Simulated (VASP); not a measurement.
A run of VASP 6.6.1:

The input INCAR:

```
PREC = Accurate ; ENCUT = 600
EDIFF = 1E-6 ; ISMEAR = 0
SIGMA = 0.1 ; LREAL = F
LASPH = T ; NELM = 80
ALGO = Normal ; ISIF = 3
LWAVE = F ; LCHARG = F
GGA = CA ; IBRION = 2
NSW = 100 ; EDIFFG = -0.05
```

KPOINTS

```
regular mesh
0
Gamma
  9 9 4
```

File POSCAR:

```
Ta2C
1.0
    3.1059000000      0.0000000000      0.0000000000
   -1.5529500000      2.6897883016      0.0000000000
    0.0000000000      0.0000000000      4.9464000000
Ta C
2 1
Direct
    0.3333333333      0.6666666667      0.2520100000
    0.6666666667      0.3333333333      0.7479900000
    0.0000000000      0.0000000000      0.0000000000
```

Potentials or basis: VASP PAW LDA potentials, release 64 (Ta_pv, C).

Launch:

```sh
$ cat potpaw_LDA.64/Ta_pv/POTCAR potpaw_LDA.64/C/POTCAR > POTCAR
$ mpirun -np 1 vasp_std > vasp.out
```

Hardware: 1 thread of AMD EPYC 7R43 64-Core Processor (Zen 3) (shared host).

**Question.** Estimate the wall time of this run.

**Answer.** It took 98 s on 1 thread of AMD EPYC 7R43 64-Core Processor (Zen 3) (shared host), peak memory 0.15 GiB. Counts: scf iterations 39, k points 43, ion steps 5.
